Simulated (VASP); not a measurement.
Write the native input for VASP 6.6.1 that does the following.

* Task: single point
* Functional: PBE
* Potentials or basis: VASP PAW PBE potentials, release 64 (Mn_pv, S)
* Cutoff: 520 eV
* k mesh: 6 × 6 × 6
* Occupations: gaussian, width 0.05 eV
* Spin: collinear spin, ferromagnetic start
* Starting moments: [1.25, 0.0] μB
* Fixed moment: 1.25 μB
* Hubbard terms: Mn d U = 3.0 eV
* Dipole correction: no
* Further INCAR settings: ALGO = Normal; EDIFF = 1e-07; NBANDS = 20

The structure of MnS lies in POSCAR:

```
MnS
1.0
    0.0000000000      2.8000000000      2.8000000000
    2.8000000000      0.0000000000      2.8000000000
    2.8000000000      2.8000000000      0.0000000000
Mn S
1 1
Direct
    0.0000000000      0.0000000000      0.0000000000
    0.7500000000      0.7500000000      0.7500000000
```

These files were run (other wordings do the same):

INCAR

```
SYSTEM = MnS
  PREC = Accurate
  ENCUT = 520
  EDIFF = 1E-7
  ISMEAR = 0
  SIGMA = 0.05
  LREAL = .FALSE.
  LASPH = .TRUE.
  NELM = 150
  ALGO = Normal
  ISIF = 2
  LWAVE = .FALSE.
  LCHARG = .TRUE.
  ISPIN = 2
  MAGMOM = 1.25 0
  LORBIT = 11
  NUPDOWN = 1.25
  LMAXMIX = 4
  LDAU = .TRUE.
  LDAUTYPE = 2
  LDAUL = 2 -1
  LDAUU = 3 0
  LDAUJ = 0 0
  LDAUPRINT = 1
  GGA = PE
  LELF = .TRUE.
  LVHAR = .TRUE.
  NBANDS = 20
```

KPOINTS

```
regular mesh
0
G
  6 6 6
  0 0 0
```

Potentials or basis: VASP PAW PBE potentials, release 64 (Mn_pv, S).

Launch:

```bash
$ cat potpaw_PBE.64/Mn_pv/POTCAR potpaw_PBE.64/S/POTCAR > POTCAR
$ mpirun -np 1 vasp_std > vasp.out
```

It gave:

| Quantity | Value |
| --- | --- |
| Pressure | -12.3 GPa |
| Net moment | 1.25 μB per cell |
| Site moments | Mn +1.22; S -0.04 μB |
| Valence electrons inside the program's atomic spheres | Mn 11.47; S 3.66 |

Caveat: the total moment is fixed, so each spin has its own Fermi level; a cell with one magnetic atom can't hold antiferromagnetic order, which such compounds often take.

Run time: 23 s on 1 thread of Intel(R) Xeon(R) 6975P-C (Granite Rapids) (shared host), peak memory 0.19 GiB.
